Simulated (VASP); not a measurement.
# InP (F-43m) in VASP: notebook

InP is run at these levels: PBEsol; tasks: relaxation of cell and atoms.

Everything below comes from runs of VASP 6.6.1. Logs are shortened: lines on timing, memory, paths and dates and some standing lists are left out, and cuts for length are marked.

### Step 1. The cell of the first run

Symmetry: F-43m, No. 216, cubic system. The conventional cell has a = 5.879 Å, b = 5.879 Å, c = 5.879 Å, α = 90.00°, β = 90.00°, γ = 90.00°. In (site symmetry -43m) has 4 P at 2.55 Å within 3.4 Å. Within 3.4 Å of P (site symmetry -43m) lie 4 In at 2.55 Å.

### Step 2. Relaxation of cell and atoms, PBEsol, target pressure 7 GPa, at which the enthalpy is minimised

Input file INCAR:

```
PREC     = Accurate       # precision mode
ENCUT    = 600            # plane-wave cutoff, eV
EDIFF    = 1E-6           # SCF threshold, eV
ISMEAR   = 0              # smearing method
SIGMA    = 0.01           # smearing width, eV
LREAL    = F              # projectors in reciprocal space
LASPH    = T              # aspherical terms in the spheres
NELM     = 100            # most SCF steps
ALGO     = Normal         # electronic algorithm
ISIF     = 3              # what is computed and relaxed
LWAVE    = F              # write WAVECAR
LCHARG   = F              # write CHGCAR
GGA      = PS             # functional
IBRION   = 2              # ionic algorithm
NSW      = 100            # ionic steps
EDIFFG   = -0.002         # ionic threshold
PSTRESS  = 70.0
```

Input file KPOINTS:

```
regular mesh
0
Gamma
  8 8 8
```

Input file POSCAR:

```
InP
1.0
    2.9392821591      2.9392821591      0.0000000000
   -2.9392821591      2.9392821591      0.0000000000
    0.0000000000      2.9392821591      2.9392821591
In P
1 1
Direct
    0.0000000000      0.0000000000      0.0000000000
    0.7500000000      0.2500000000      0.5000000000
```

Potentials or basis: VASP PAW PBE potentials, release 64 (In_d, P).

Run with:

```console
$ cat potpaw_PBE.64/In_d/POTCAR potpaw_PBE.64/P/POTCAR > POTCAR
$ mpirun -np 1 vasp_std > vasp.out
```

OUTCAR:

```text
PREC = Accurate
   ENCUT = 600
   EDIFF = 1E-6
   ISMEAR = 0
   LREAL = F
   LASPH = T
   NELM = 100
   ISIF = 3
   GGA = PS
   IBRION = 2
   NSW = 100
   EDIFFG = -0.002
   PSTRESS = 70.0

 ion  position               nearest neighbor table
   1  0.000  0.000  0.000-   2 2.55   2 2.55   2 2.55   2 2.55
   2  0.750  0.250  0.500-   1 2.55   1 2.55   1 2.55   1 2.55

  LATTYP: Found a face centered cubic cell.
 ALAT       =     5.8785643182

  Lattice vectors:

 A1 = (   0.0000000000,   2.9392821591,   2.9392821591)
 A2 = (   2.9392821591,   0.0000000000,   2.9392821591)
 A3 = (   2.9392821591,   2.9392821591,   0.0000000000)

Analysis of symmetry for initial positions (statically):
=====================================================================
 Subroutine PRICEL returns:
 Original cell was already a primitive cell.

 Routine SETGRP: Setting up the symmetry group for a
 face centered cubic supercell.

 Subroutine GETGRP returns: Found 24 space group operations
 (whereof 24 operations were pure point group operations)
 out of a pool of 48 trial point group operations.

The static configuration has the point symmetry T_d .

Analysis of symmetry for dynamics (positions and initial velocities):
=====================================================================
 Subroutine PRICEL returns:
 Original cell was already a primitive cell.

 Routine SETGRP: Setting up the symmetry group for a
 face centered cubic supercell.

 Subroutine GETGRP returns: Found 24 space group operations
 (whereof 24 operations were pure point group operations)
 out of a pool of 48 trial point group operations.

The dynamic configuration has the point symmetry T_d .

 Subroutine INISYM returns: Found 24 space group operations
 (whereof 24 operations are pure point group operations),
 and found     1 'primitive' translations

----------------------------------------------------------------------------------------

                                     Primitive cell

  volume of cell :      50.7871

  direct lattice vectors                    reciprocal lattice vectors
     2.939282159  2.939282159  0.000000000     0.170109562  0.170109562 -0.170109562
    -2.939282159  2.939282159  0.000000000    -0.170109562  0.170109562 -0.170109562
     0.000000000  2.939282159  2.939282159     0.000000000  0.000000000  0.340219124

  length of vectors
     4.156772693  4.156772693  4.156772693     0.294638404  0.294638404  0.340219124

  position of ions in fractional coordinates (direct lattice)
     0.000000000  0.000000000  0.000000000
     0.750000000  0.250000000  0.500000000

  ion indices of the primitive-cell ions
   primitive index   ion index
                 1           1
                 2           2

----------------------------------------------------------------------------------------

 KPOINTS: regular mesh

Automatic generation of k-mesh.
 Grid dimensions read from file:
 generate k-points for:    8    8    8

 Generating k-lattice:

  Cartesian coordinates                     Fractional coordinates (reciprocal lattice)
     0.021263695  0.021263695 -0.021263695     0.125000000  0.000000000  0.000000000
    -0.021263695  0.021263695 -0.021263695     0.000000000  0.125000000  0.000000000
     0.000000000  0.000000000  0.042527390     0.000000000  0.000000000  0.125000000

  Length of vectors
     0.036829800  0.036829800  0.042527390

  Shift w.r.t. Gamma in fractional coordinates (k-lattice)
     0.000000000  0.000000000  0.000000000

 Subroutine IBZKPT returns following result:
 ===========================================

 Found     29 irreducible k-points:

 Following reciprocal coordinates:
            Coordinates               Weight
  0.000000  0.000000  0.000000      1.000000
  0.125000  0.000000  0.000000      8.000000
  0.250000  0.000000  0.000000      8.000000
  0.375000  0.000000  0.000000      8.000000
  0.500000  0.000000  0.000000      4.000000
  0.125000  0.125000  0.000000     12.000000
[... 16 lines left out ...]
  0.375000  0.250000  0.125000     48.000000
  0.500000  0.250000  0.125000     24.000000
 [... further k-points ...]
   k-points           NKPTS =     29   k-points in BZ     NKDIM =     29   number of bands    NBANDS=     13
   number of dos      NEDOS =    301   number of ions     NIONS =      2
   total plane-waves  NPLWV =  46656
   dimension x,y,z NGX =    36 NGY =   36 NGZ =   36
   dimension x,y,z NGXF=    72 NGYF=   72 NGZF=   72
   ions per type =               1   1
   NGX,Y,Z   is equivalent  to a cutoff of  14.40, 14.40, 14.40 a.u.
   NGXF,Y,Z  is equivalent  to a cutoff of  28.80, 28.80, 28.80 a.u.
 SYSTEM =  unknown system
   PREC   = accura    normal or accurate (medium, high low for compatibility)
   ISTART =      0    job   : 0-new  1-cont  2-samecut
   ICHARG =      2    charge: 1-file 2-atom 10-const
   ISPIN  =      1    spin polarized calculation?
   LNONCOLLINEAR =      F non collinear calculations
[... 57 lines left out ...]

  FORCE on cell =-STRESS in cart. coord.  units (eV):
  Direction    XX          YY          ZZ          XY          YZ          ZX
  --------------------------------------------------------------------------------------
  -------------------------------------------------------------------------------------
  Total        0.0009317      0.0009317      0.0009317     -0.0000000      0.0000000      0.0000000
  in kB        0.0293924      0.0293924      0.0293924     -0.0000000      0.0000000      0.0000000
  external PRESSURE =     -69.9706076 kB  Pullay stress =      70.0000000 kB
[... 23 lines left out ...]
  enthalpy is  TOTEN    =        -6.9362121012 eV   P V=        2.2189181829

--------------------------------------- Ionic step        2  -------------------------------------------

 number of electron      18.0000002 magnetization

 E-fermi :   7.0635     XC(G=0): -10.1839

 val. band max:        6.9741986625   @ k =   0.0000   0.0000   0.0000
 cond. band min:       8.2963606123   @ k =   0.5000   0.5000   0.0000
 fundamental gap:      1.3221619497
 Fermi energy:         7.0634983159

 k-point     1 :       0.0000    0.0000    0.0000
  band No.  band energies     occupation
      1      -7.6226      2.00000
      2      -7.6226      2.00000
      3      -7.6226      2.00000
      4      -7.3713      2.00000
      5      -7.3713      2.00000
      6      -5.7812      2.00000
      7       6.9742      2.00000
      8       6.9742      2.00000
      9       6.9742      2.00000
     10       8.4014      0.00000
     11      10.9245      0.00000
     12      10.9245      0.00000
     13      10.9245      0.00000
[... 353 lines left out ...]
 k-point    24 :       0.5000    0.2500    0.1250
  band No.  band energies     occupation
      1      -7.8564      2.00000
      2      -7.5423      2.00000
      3      -7.5074      2.00000
      4      -7.3842      2.00000
      5      -7.3498      2.00000
      6      -3.0281      2.00000
      7       0.5394      2.00000
      8       3.6510      2.00000
      9       4.8677      2.00000
     10      10.4882      0.00000
     11      10.8882      0.00000
     12      13.0925      0.00000
     13      14.5287      0.00000

 [... further k-points ...]

------------------------ aborting loop because EDIFF is reached ----------------------------------------

  FORCE on cell =-STRESS in cart. coord.  units (eV):
  Direction    XX          YY          ZZ          XY          YZ          ZX
  --------------------------------------------------------------------------------------
  -------------------------------------------------------------------------------------
  Total        4.3097668      4.3097668      4.3097668      0.0000000     -0.0000000      0.0000000
  in kB      160.3429002    160.3429002    160.3429002      0.0000000     -0.0000000      0.0000000
  external PRESSURE =      90.3429002 kB  Pullay stress =      70.0000000 kB
[... 137 lines left out ...]
  enthalpy is  TOTEN    =        -7.0344845436 eV   P V=        2.0376989463

--------------------------------------- Ionic step        6  -------------------------------------------

 number of electron      18.0000001 magnetization

 Free energy of the ion-electron system (eV)
  ---------------------------------------------------
  ext. energy  EPLUGINS =         0.00000000
  ---------------------------------------------------
  free energy    TOTEN  =        -9.07093825 eV

  energy without entropy =       -9.07093825  energy(sigma->0) =       -9.07093825

 E-fermi :   6.0753     XC(G=0):  -9.8216

 val. band max:        5.9751196591   @ k =   0.0000   0.0000   0.0000
 cond. band min:       6.9978683587   @ k =   0.0000   0.0000   0.0000
 fundamental gap:      1.0227486996
 Fermi energy:         6.0752547819

 k-point     1 :       0.0000    0.0000    0.0000
  band No.  band energies     occupation
      1      -8.3625      2.00000
      2      -8.3625      2.00000
      3      -8.3625      2.00000
      4      -8.1649      2.00000
      5      -8.1649      2.00000
      6      -6.1349      2.00000
      7       5.9751      2.00000
      8       5.9751      2.00000
      9       5.9751      2.00000
     10       6.9979      0.00000
     11       9.9730      0.00000
     12       9.9730      0.00000
     13       9.9730      0.00000
[... 353 lines left out ...]
 k-point    24 :       0.5000    0.2500    0.1250
  band No.  band energies     occupation
      1      -8.5418      2.00000
      2      -8.2995      2.00000
      3      -8.2727      2.00000
      4      -8.1736      2.00000
      5      -8.1481      2.00000
      6      -3.7447      2.00000
      7      -0.0139      2.00000
      8       2.9581      2.00000
      9       4.1079      2.00000
     10       9.2923      0.00000
     11       9.9849      0.00000
     12      11.9512      0.00000
     13      13.3309      0.00000

 [... further k-points ...]

------------------------ aborting loop because EDIFF is reached ----------------------------------------

  FORCE on cell =-STRESS in cart. coord.  units (eV):
  Direction    XX          YY          ZZ          XY          YZ          ZX
  --------------------------------------------------------------------------------------
  -------------------------------------------------------------------------------------
  Total        2.0334580      2.0334580      2.0334580      0.0000000     -0.0000000      0.0000000
  in kB       69.8971743     69.8971743     69.8971743      0.0000000     -0.0000000      0.0000000
  external PRESSURE =      -0.1028257 kB  Pullay stress =      70.0000000 kB
[... 17 lines left out ...]
  FREE ENERGIE OF THE ION-ELECTRON SYSTEM (eV)
  ---------------------------------------------------
  free  energy   TOTEN  =        -9.0709382549 eV

  energy  without entropy=       -9.0709382549  energy(sigma->0) =       -9.07093825

  enthalpy is  TOTEN    =        -7.0344888156 eV   P V=        2.0364494393

 reached required accuracy - stopping structural energy minimisation
```

Run time: 2.5 min. Hardware: 1 thread of Intel Xeon Platinum 8259CL at 2.50GHz (Skylake/Cascade Lake), shared host; peak memory 0.22 GiB.

Results:

| Property | Result |
| --- | --- |
| Free energy | -9.0709 eV |
| Relaxed volume | 23.31 Å³/atom |
| Relaxed cell | a = 4.040 Å, b = 4.040 Å, c = 4.040 Å, α = 60.00°, β = 60.00°, γ = 90.00° |
| Space group after relaxing (to 0.05 Å) | F-43m (No. 216) |
| Energy change on relaxing (the enthalpy is what falls) | +42.1 meV/atom |
| Ionic steps | 6 |
| Pressure after relaxing | 7.0 GPa |
| Band gap on the k mesh | 1.02 eV, direct |

Step by step:
```csv
step,energy change (eV),largest force (eV/Å),pressure (GPa),volume (Å³)
1,0.0000,0.0000,0.00,50.79
2,0.3324,0.0000,16.03,43.06
3,0.0823,0.0000,6.89,46.65
4,0.0858,0.0000,7.07,46.57
5,0.0829,0.0000,6.91,46.64
6,0.0842,0.0000,6.99,46.61
```

Final structure:
```
In P
1.0
     2.85640    2.85640    0.00000
    -2.85640    2.85640    0.00000
     0.00000    2.85640    2.85640
In P
1 1
Direct
  0.00000 0.00000 0.00000
  0.75000 0.25000 0.50000
```

Levels at points of the mesh, in eV from the valence-band top:
| k point | band 6 | band 7 | band 8 | band 9 | band 10 | band 11 | band 12 | band 13 |
| --- | --- | --- | --- | --- | --- | --- | --- | --- |
| (0.00, 0.00, 0.00) | -12.11 | 0.00 | 0.00 | 0.00 | 1.02 | 4.00 | 4.00 | 4.00 |
| (0.50, 0.00, 0.00) | -10.09 | -6.24 | -1.11 | -1.11 | 1.58 | 4.73 | 4.73 | 7.07 |
| (0.50, 0.50, 0.00) | -9.33 | -6.17 | -2.63 | -2.63 | 1.49 | 2.13 | 9.59 | 10.04 |

Caveat: the cell is relaxed towards a set pressure, so the enthalpy falls and the energy may rise; the PAW data sets were made with another functional, which shifts forces and pressure a little; spin-orbit coupling is left out, which moves the levels of the heavy elements.

### Step 3. Relaxation of cell and atoms, PBEsol, target pressure 10 GPa, at which the enthalpy is minimised

Input file INCAR:

```
ALGO     = Normal         # electronic algorithm
EDIFF    = 1E-6           # SCF threshold, eV
EDIFFG   = -0.002         # ionic threshold
ENCUT    = 600            # plane-wave cutoff, eV
GGA      = PS             # functional
IBRION   = 2              # ionic algorithm
ISIF     = 3              # what is computed and relaxed
ISMEAR   = 0              # smearing method
LASPH    = True           # aspherical terms in the spheres
LCHARG   = False          # write CHGCAR
LREAL    = False          # projectors in reciprocal space
LWAVE    = False          # write WAVECAR
NELM     = 60             # most SCF steps
NSW      = 100            # ionic steps
PREC     = Accurate       # precision mode
PSTRESS  = 100.0        
SIGMA    = 0.01           # smearing width, eV
```

Input file KPOINTS:

```
k-points
0
Gamma
  8 8 8
```

POSCAR is that of step 2.

Potentials or basis: VASP PAW PBE potentials, release 64 (In_d, P).

Run with:

```console
$ cat potpaw_PBE.64/In_d/POTCAR potpaw_PBE.64/P/POTCAR > POTCAR
$ mpirun -np 1 vasp_std > vasp.out
```

It took 2.3 min on 1 thread of Intel Xeon Platinum 8259CL at 2.50GHz (Skylake/Cascade Lake), shared host; peak memory 0.22 GiB.

Results (log left out):

| Property | Result |
| --- | --- |
| Free energy | -8.9999 eV |
| Relaxed volume | 22.63 Å³/atom |
| Relaxed cell | a = 4.000 Å, b = 4.000 Å, c = 4.000 Å, α = 60.00°, β = 60.00°, γ = 90.00° |
| Space group after relaxing (to 0.05 Å) | F-43m (No. 216) |
| Energy change on relaxing (the enthalpy is what falls) | +77.6 meV/atom |
| Ionic steps | 7 |
| Pressure after relaxing | 10.0 GPa |
| Band gap on the k mesh | 1.17 eV, direct |

Step by step:
| step | energy change (eV) | largest force (eV/Å) | pressure (GPa) | volume (Å³) |
| --- | --- | --- | --- | --- |
| 1 | 0.0000 | 0.0000 | 0.00 | 50.79 |
| 2 | 0.7392 | 0.0000 | 27.29 | 40.01 |
| 3 | 0.1471 | 0.0000 | 9.68 | 45.40 |
| 4 | 0.1542 | 0.0000 | 9.97 | 45.28 |
| 5 | 0.1608 | 0.0000 | 10.22 | 45.18 |
| 6 | 0.1492 | 0.0000 | 9.80 | 45.36 |
| 7 | 0.1552 | 0.0000 | 10.01 | 45.27 |

Final structure:
```
CELL_PARAMETERS angstrom
2.82866 2.82866 0.00000
-2.82866 2.82866 0.00000
0.00000 2.82866 2.82866
ATOMIC_POSITIONS crystal
In 0.00000 0.00000 0.00000
P 0.75000 0.25000 0.50000
```

Levels at points of the mesh, in eV from the valence-band top:
```csv
k point,band 5,band 6,band 7,band 8,band 9,band 10,band 11,band 12,band 13
"(0.00, 0.00, 0.00)",-14.21,-12.34,0.00,0.00,0.00,1.17,3.98,3.98,3.98
"(0.50, 0.00, 0.00)",-14.19,-10.20,-6.42,-1.16,-1.16,1.65,4.72,4.72,7.10
"(0.50, 0.50, 0.00)",-14.16,-9.42,-6.32,-2.74,-2.74,1.43,2.11,9.79,10.23
```

Caveat: the cell is relaxed towards a set pressure, so the enthalpy falls and the energy may rise; the PAW data sets were made with another functional, which shifts forces and pressure a little; spin-orbit coupling is left out, which moves the levels of the heavy elements.

### Step 4. Relaxation of cell and atoms, PBEsol, target pressure 15 GPa, at which the enthalpy is minimised

Input file INCAR:

```
SYSTEM = InP
PREC = Accurate
ENCUT = 600
EDIFF = 1E-6
ISMEAR = 0
SIGMA = 0.01
LREAL = .FALSE.
LASPH = .TRUE.
NELM = 80
ALGO = Normal
ISIF = 3
LWAVE = .FALSE.
LCHARG = .FALSE.
GGA = PS
IBRION = 2
NSW = 100
EDIFFG = -0.002
PSTRESS = 150.0
```

Input file KPOINTS:

```
regular mesh
0
G
  8 8 8
  0 0 0
```

POSCAR is that of step 3.

Run with:

```console
$ cat potpaw_PBE.64/In_d/POTCAR potpaw_PBE.64/P/POTCAR > POTCAR
$ mpirun -np 1 vasp_std > vasp.out
```

Wall time 2.4 min (1 thread of Intel Xeon Platinum 8259CL at 2.50GHz (Skylake/Cascade Lake), shared host); peak memory 0.22 GiB.

The run converged. Its results:

* Free energy: -8.8557 eV
* Relaxed volume: 21.70 Å³/atom
* Relaxed cell: a = 3.945 Å, b = 3.945 Å, c = 3.945 Å, α = 60.00°, β = 60.00°, γ = 90.00°
* Space group after relaxing (to 0.05 Å): F-43m (No. 216)
* Energy change on relaxing (the enthalpy is what falls): +149.7 meV/atom
* Ionic steps: 9
* Pressure after relaxing: 15.0 GPa
* Band gap on the k mesh: 1.34 eV, indirect (least direct gap 1.39 eV)

The path:
| step | energy change (eV) | largest force (eV/Å) | pressure (GPa) | volume (Å³) |
| --- | --- | --- | --- | --- |
| 1 | 0.0000 | 0.0000 | 0.00 | 50.79 |
| 2 | 1.9248 | 0.0000 | 55.09 | 35.24 |
| 3 | 0.2672 | 0.0000 | 13.98 | 43.76 |
| 4 | 0.2924 | 0.0000 | 14.76 | 43.48 |
| 5 | 0.3053 | 0.0000 | 15.19 | 43.34 |
| 6 | 0.2918 | 0.0000 | 14.78 | 43.49 |
| 7 | 0.2998 | 0.0000 | 15.02 | 43.40 |
| 8 | 0.2991 | 0.0000 | 14.98 | 43.41 |
| 9 | 0.2995 | 0.0000 | 15.01 | 43.40 |

Final structure:
```xyz
2
Lattice="2.7893 2.7893 0.0000 -2.7893 2.7893 0.0000 0.0000 2.7893 2.7893" Properties=species:S:1:pos:R:3 pbc="T T T"
In    0.0000    0.0000    0.0000
P     1.3947    4.1840    1.3947
```

Levels at points of the mesh, in eV from the valence-band top:
```
           k point  band 5  band 6  band 7  band 8  band 9  band 10  band 11  band 12  band 13
(0.00, 0.00, 0.00)  -14.32  -12.69    0.00    0.00    0.00     1.39     3.96     3.96     3.96
(0.50, 0.00, 0.00)  -14.30  -10.38   -6.70   -1.23   -1.23     1.74     4.70     4.70     7.13
(0.50, 0.50, 0.00)  -14.26   -9.55   -6.54   -2.92   -2.92     1.34     2.07    10.09    10.51
```

Caveat: the cell is relaxed towards a set pressure, so the enthalpy falls and the energy may rise; the PAW data sets were made with another functional, which shifts forces and pressure a little; spin-orbit coupling is left out, which moves the levels of the heavy elements.

### Step 5. Summary

```csv
cell,gap on the mesh (eV),pressure (GPa)
relaxed to 7 GPa,1.02,7.0
relaxed to 10 GPa,1.17,10.0
relaxed to 15 GPa,1.34,15.0
```

Alike in all rows: task relaxation of cell and atoms; level PBEsol; potentials or basis VASP PAW PBE potentials, release 64 (In_d, P); no spin polarisation; k mesh 8 × 8 × 8; cutoff (eV) 600; smearing gaussian 0.01 eV.

Caveats: the cell is relaxed towards a set pressure, so the enthalpy falls and the energy may rise; the PAW data sets were made with another functional, which shifts forces and pressure a little; spin-orbit coupling is left out, which moves the levels of the heavy elements.

Total energies depend on the potentials used, so only differences within one code and one set of settings carry meaning.
